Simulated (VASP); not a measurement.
Input of a VASP 6.6.1 run:

File INCAR:

```
PREC = Accurate ; ENCUT = 600
EDIFF = 1E-6 ; ISMEAR = -1
SIGMA = 0.15 ; LREAL = False
LASPH = True ; NELM = 100
ALGO = Normal ; ISIF = 3
LWAVE = False ; LCHARG = False
GGA = PS ; IBRION = 2
NSW = 80 ; EDIFFG = -0.001
```

KPOINTS

```
regular mesh
0
Gamma
  18 18 18
```

POSCAR

```
VH2
1.0
    0.0000000000      2.0820882353      2.0820882353
    2.0820882353      0.0000000000      2.0820882353
    2.0820882353      2.0820882353      0.0000000000
V H
1 2
Direct
    0.0000000000      0.0000000000      0.0000000000
    0.2500000000      0.2500000000      0.2500000000
    0.7500000000      0.7500000000      0.7500000000
```

Potentials or basis: VASP PAW PBE potentials, release 64 (V_sv, H).

The run is started by

```console
$ cat potpaw_PBE.64/V_sv/POTCAR potpaw_PBE.64/H/POTCAR > POTCAR
$ mpirun -np 1 vasp_std > vasp.out
```

Q: What does it give for the relaxed volume?

A: 6.04 Å³/atom.

Q: Estimate the relaxed cell.

A: a = 2.949 Å, b = 2.949 Å, c = 2.949 Å, α = 60.00°, β = 60.00°, γ = 60.00°.

Final structure:
```
CELL_PARAMETERS angstrom
0.00000 2.08512 2.08512
2.08512 0.00000 2.08512
2.08512 2.08512 0.00000
ATOMIC_POSITIONS crystal
V 0.00000 0.00000 0.00000
H 0.25000 0.25000 0.25000
H 0.75000 0.75000 0.75000
```

Caveat: the PAW data sets were made with another functional, which shifts forces and pressure a little; an odd number of electrons without spin polarisation forces a metal; a magnetic or distorted state may lie lower. Zero-point motion and thermal expansion aren't in these numbers.
